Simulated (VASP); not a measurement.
Runs of VASP 6.6.1 on MgS. The structure is that of space group I4/mmm (No. 139), or close to it. The cells are those of the table. 

```tsv
cell	gap on the mesh (eV)	pressure (GPa)
a = 3.691, b = 3.691, c = 3.974 Å, angles 57.4, 57.4, 65.1°, 2 atoms	2.28	(c)
a = 3.691, b = 3.691, c = 3.385 Å, angles 62.7, 62.7, 54.6°, 2 atoms	2.68	(b)
a = 3.606, b = 3.606, c = 3.679 Å, angles 59.3, 59.3, 61.3°, 2 atoms	2.67	4.6
a = 3.535, b = 3.535, c = 3.385 Å, angles 61.4, 61.4, 57.2°, 2 atoms	2.82	20.9
a = 3.754, b = 3.754, c = 3.826 Å, angles 59.4, 59.4, 61.3°, 2 atoms	(a)	-4.2
```

Alike in all rows: task single point; level PBE; potentials or basis VASP PAW PBE potentials, release 64 (Mg, S); no spin polarisation; k mesh 8 × 8 × 8; cutoff (eV) 520; smearing gaussian 0.05 eV.

Task: Estimate the missing entries.

Result: (a) 2.45; (b) 14.3; (c) -0.2.

A k mesh can miss the band edges.
